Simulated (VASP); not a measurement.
ZrN: single point with LDA

Crystal: ZrN.

```xyz
2
Lattice="0.0000 2.2376 2.2376 2.2376 0.0000 2.2376 2.2376 2.2376 0.0000" Properties=species:S:1:pos:R:3 pbc="T T T"
Zr    0.0000    0.0000    0.0000
N     2.2376    2.2376    2.2376
```

This cell differs from its parent crystal: volume scaled by 0.94.

```json
{"Program": "VASP 6.6.1", "Task": "single point", "Functional": "LDA", "Potentials or basis": "VASP PAW LDA potentials, release 64 (Zr_sv, N)", "Cutoff": "600 eV", "k mesh": "9 × 9 × 9", "Occupations": "fermi-dirac, width 0.03 eV", "Spin": "no spin polarisation"}
```

| Quantity | Value |
| --- | --- |
| Pressure | 10.8 GPa |

Levels at points of the mesh, in eV from the Fermi level:
| k point | band 6 | band 7 | band 8 | band 9 | band 10 | band 11 | band 12 | band 13 |
| --- | --- | --- | --- | --- | --- | --- | --- | --- |
| (0.00, 0.00, 0.00) | -2.68 | -2.68 | -2.68 | -0.42 | -0.42 | -0.42 | 1.77 | 1.77 |

Wall time 34 s on 1 thread of Intel Xeon 8259CL, on a shared host, peak memory 0.15 GiB.
